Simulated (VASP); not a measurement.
Write the native input for VASP 6.6.1 that does the following.

```
Task                   : relaxation of cell and atoms
Functional             : PBE
Dispersion             : D3(BJ)
Potentials or basis    : VASP PAW PBE potentials, release 64 (Pb_d, O)
Cutoff                 : 600 eV
k mesh                 : 10 × 10 × 10
Occupations            : gaussian, width 0.02 eV
Spin                   : no spin polarisation
Target pressure        : 30 GPa
Dipole correction      : no
Further INCAR settings : ALGO = Normal; EDIFF = 1e-06; IBRION = 2; EDIFFG = -0.008; NSW = 70; ISIF = 3
```

The structure of PbO lies in POSCAR:

```
PbO
1.0
    3.9008754054      0.0000000000      0.0000000000
    0.0000000000      3.9008754054      0.0000000000
    0.0000000000      0.0000000000      3.7479357623
Pb O
2 2
Direct
    0.0000000000      0.5000000000      0.2944042272
    0.5000000000      0.0000000000      0.7055957728
    0.0000000000      0.0000000000      0.0000000000
    0.5000000000      0.5000000000      0.0000000000
```

One way to write it, as run:

INCAR

```
  ALGO = Normal
  EDIFF = 1E-6
  EDIFFG = -0.008
  ENCUT = 600
  GGA = PE
  IBRION = 2
  ISIF = 3
  ISMEAR = 0
  IVDW = 12
  LASPH = T
  LCHARG = F
  LREAL = F
  LWAVE = F
  NELM = 80
  NSW = 70
  PREC = Accurate
  PSTRESS = 300.0
  SIGMA = 0.02
```

KPOINTS

```
k-points
0
Gamma
  10 10 10
```

Potentials or basis: VASP PAW PBE potentials, release 64 (Pb_d, O).

Run with:

```console
$ cat potpaw_PBE.64/Pb_d/POTCAR potpaw_PBE.64/O/POTCAR > POTCAR
$ mpirun -np 1 vasp_std > vasp.out
```

Results of the run:

```yaml
Relaxed_volume: 13.79 Å³/atom
Relaxed_cell: a = 4.026 Å, b = 4.026 Å, c = 3.403 Å, α = 90.00°, β = 90.00°, γ = 90.00°
Space_group_after_relaxing_to_0.1_Å: P4/nmm (No. 129)
Energy_change_on_relaxing_the_run_minimises_the_enthalpy: +60.0 meV/atom
Ionic_steps: 16
Pressure_after_relaxing: 30.1 GPa
Band_gap_on_the_k_mesh: zero (bands 20 and 21 overlap by 0.01 eV)
Dispersion_energy_per_atom: -0.346 eV
```

Caveat: the cell is relaxed towards a set pressure, so the run minimises the enthalpy, not the energy; semilocal functionals underestimate gaps, and a narrow one can read as zero; spin-orbit coupling is left out, which moves the levels of the heavy elements.

Wall time 31 min on 1 thread of AMD EPYC 7R13, with other jobs on the host, peak memory 0.34 GiB.
